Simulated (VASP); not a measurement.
The system is Mo.

```
Mo
1.0
    -1.58381    1.58381    1.58381
     1.58381   -1.58381    1.58381
     1.58381    1.58381   -1.58381
Mo
1
Direct
  0.00000 0.00000 0.00000
```

```yaml
Program: VASP 6.6.1
Task: relaxation of cell and atoms
Functional: PBE
Dispersion: D4
Potentials_or_basis: VASP PAW PBE potentials, release 64 (Mo_sv)
Cutoff: 600 eV
k_mesh: 12 × 12 × 12
Occupations: fermi-dirac, width 0.05 eV
Spin: no spin polarisation
```

At the start: pressure -7.2 GPa; volume 15.89 Å³/atom.

**Question.** Where does the relaxation end?

**Answer.** Over 4 steps the energy falls by 9.9 meV/atom and the volume is 15.46 Å³/atom (-2.7 %); space group Im-3m (No. 229, to 0.1 Å) before and after.

Step by step:
```csv
step,energy change (eV),largest force (eV/Å),pressure (GPa),volume (Å³)
1,0.0000,0.0000,-7.19,15.89
2,0.0753,0.0000,25.36,14.31
3,-0.0099,0.0000,-0.19,15.47
4,-0.0099,0.0000,-0.06,15.46
```

Final structure:
```
Mo
1.0
    -1.56944    1.56944    1.56944
     1.56944   -1.56944    1.56944
     1.56944    1.56944   -1.56944
Mo
1
Direct
  0.00000 0.00000 0.00000
```
